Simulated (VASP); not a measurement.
A run of VASP 6.6.1:

POSCAR

```
GaBAs2
1.0
    3.6615741049      0.0000000000      0.0000000000
    0.0000000000      3.6615741049      0.0000000000
    0.0000000000      0.0000000000      5.3547502669
B As Ga
1 2 1
Direct
    0.0000000000      0.0000000000      0.0000000000
    0.0000000000      0.5000000000      0.2139711065
    0.5000000000      0.0000000000      0.7860288935
    0.5000000000      0.5000000000      0.5000000000
```

Contents of INCAR.step1:

```
SYSTEM = GaBAs2
PREC = Accurate
ENCUT = 500
EDIFF = 1E-8
ISMEAR = 0
SIGMA = 0.01
LREAL = .False.
LASPH = .True.
NELM = 80
ALGO = Normal
LWAVE = .True.
LCHARG = .False.
GGA = PE
```

INCAR.step2

```
SYSTEM = GaBAs2
PREC = Accurate
ENCUT = 500
EDIFF = 1E-8
ISMEAR = 0
SIGMA = 0.01
LREAL = .False.
LASPH = .True.
NELM = 1
ALGO = Exact
LWAVE = .True.
LCHARG = .False.
GGA = PE
NBANDS = 283
LOPTICS = .True.
ISTART = 1
```

The input INCAR.step3:

```
SYSTEM = GaBAs2
PREC = Accurate
ENCUT = 500
EDIFF = 1E-8
ISMEAR = 0
SIGMA = 0.01
LREAL = .False.
LASPH = .True.
ALGO = EVGW0
LWAVE = .False.
LCHARG = .False.
GGA = PE
NELMGW = 1
NBANDS = 283
ENCUTGW = 140.0
NOMEGA = 96
PRECFOCK = Fast
ISTART = 1
NBANDSGW = 21
OMEGAMAX = 20
```

KPOINTS

```
Automatic mesh
0
Gamma
  4 4 2
  0 0 0
```

Potentials or basis: VASP PAW PBE potentials, release 64 (B_GW, As_GW, Ga_d_GW).

Launch:

```sh
$ cat potpaw_PBE.64/B_GW/POTCAR potpaw_PBE.64/As_GW/POTCAR potpaw_PBE.64/Ga_d_GW/POTCAR > POTCAR
$ cp INCAR.step1 INCAR
$ mpirun -np 1 vasp_std > vasp.out
$ cp INCAR.step2 INCAR
$ mpirun -np 1 vasp_std > vasp.out
$ cp INCAR.step3 INCAR
$ mpirun -np 1 vasp_std > vasp.out
```

Hardware: 1 thread of Intel(R) Xeon(R) Platinum 8259CL CPU @ 2.50GHz (Skylake/Cascade Lake), with other jobs on the host.

Problem. Estimate the wall time of this run.

Solution. Run time: 17 min on 1 thread of Intel(R) Xeon(R) Platinum 8259CL CPU @ 2.50GHz (Skylake/Cascade Lake) (shared host), peak memory 1.3 GiB. Counts: k points 12.
